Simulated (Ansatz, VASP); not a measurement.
## One calculation of InAs, two programs

POSCAR

```
InAs
1.0
    0.0000000000      3.0438898531      3.0438898531
    3.0438898531      0.0000000000      3.0438898531
    3.0438898531      3.0438898531      0.0000000000
In As
1 1
Direct
    0.0000000000      0.0000000000      0.0000000000
    0.2500000000      0.2500000000      0.2500000000
```

File INCAR.step1:

```
PREC = Accurate
ENCUT = 520
EDIFF = 1E-5
ISMEAR = 0
SIGMA = 0.1
LREAL = False
LASPH = True
NELM = 80
ALGO = Normal
ISIF = 2
LWAVE = True
LCHARG = False
NBANDS = 16
GGA = PE
```

INCAR.step2

```
PREC = Accurate
ENCUT = 520
EDIFF = 1E-6
ISMEAR = 0
SIGMA = 0.1
LREAL = False
LASPH = True
NELM = 80
ALGO = Normal
ISIF = 2
LWAVE = False
LCHARG = False
GGA = PE
LHFCALC = True
AEXX = 0.25
PRECFOCK = Normal
NBANDS = 16
ISTART = 1
```

Contents of KPOINTS:

```
Automatic mesh
0
Gamma
  4 4 4
```

Input for Ansatz:

```yaml
crystal:
  lattice:
    - [0.0, 3.0438898531, 3.0438898531]
    - [3.0438898531, 0.0, 3.0438898531]
    - [3.0438898531, 3.0438898531, 0.0]
  atoms:
    - { symbol: In, position: [0.0, 0.0, 0.0] }
    - { symbol: As, position: [0.25, 0.25, 0.25] }
basis:
  ecutwfc: 420
kpoints:
  mp_grid: { grid: [4, 4, 4] }
  band_path:
    path:
      - [0.0, 0.0, 0.0]
      - [-0.5, -0.5, 0.0]
      - [-0.375, -0.375, 0.25]
      - [-0.375, 0.0, 0.375]
      - [0.0, 0.0, 0.5]
      - [-0.5, -0.25, 0.25]
    npoints: 1
hamiltonian:
  xc: pbe0
scf:
  occupations: { method: gaussian, width: 0.1 }
  n_extra_bands: 4
output:
  eigenvalues: true
  write_density: true
  write_potential: true
  elf: true
  volumetric_format: npy
```

Alike in both runs: task single point; functional PBE0; k mesh 4 × 4 × 4; occupations gaussian, width 0.1 eV; no spin polarisation.

```csv
,VASP,Ansatz
version,VASP 6.6.1,Ansatz 0.2.0
potentials or method,"VASP PAW PBE potentials, release 64 (In_d, As), cutoff 520 eV","scalar-relativistic, plane waves, PAW"
valence electrons in the cell,18,28
```

|  | VASP | Ansatz | Ansatz less VASP |
| --- | --- | --- | --- |
| gap on the k mesh at the Fermi level (eV) | 1.14 | 1.09 | -0.056 |
| least direct gap on the mesh (eV) | 1.14 | 1.09 | -0.056 |

VASP's potentials hold 18 valence electrons a cell and Ansatz's 28, so a difference there can come from the potentials and not from the codes.

The k mesh is coarse, so the values compare programs but aren't converged.
